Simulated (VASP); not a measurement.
AlNi:

```xyz
2
Lattice="2.8222 0.0000 0.0000 0.0000 2.8222 0.0000 0.0000 0.0000 2.8222" Properties=species:S:1:pos:R:3 pbc="T T T"
Ni    1.4111    1.4111    1.4111
Al    0.0000    0.0000    0.0000
```

Base run:

* Program: VASP 6.6.1
* Functional: PBE
* Potentials or basis: VASP PAW PBE potentials, release 64 (Ni, Al)
* Cutoff: 520 eV
* k mesh: 9 × 9 × 9
* Occupations: fermi-dirac, width 0.05 eV
* Spin: collinear spin, ferromagnetic start
* Starting moments: [1.0, 0.0] μB

Its results: pressure 13.9 GPa; net moment 0.00 μB per cell.

Question: The run is repeated on the same cell with these changes: functional from PBE to r2SCAN; further incar settings from ALGO = Fast; EDIFF = 1e-06; NBANDS = 18 to ALGO = Normal; EDIFF = 1e-06; NBANDS = 18. What comes out?

Answer: Pressure 8.1 GPa; net moment 0.00 μB per cell.

Caveats: the PAW data sets were made with another functional, which shifts forces and pressure a little (some runs).
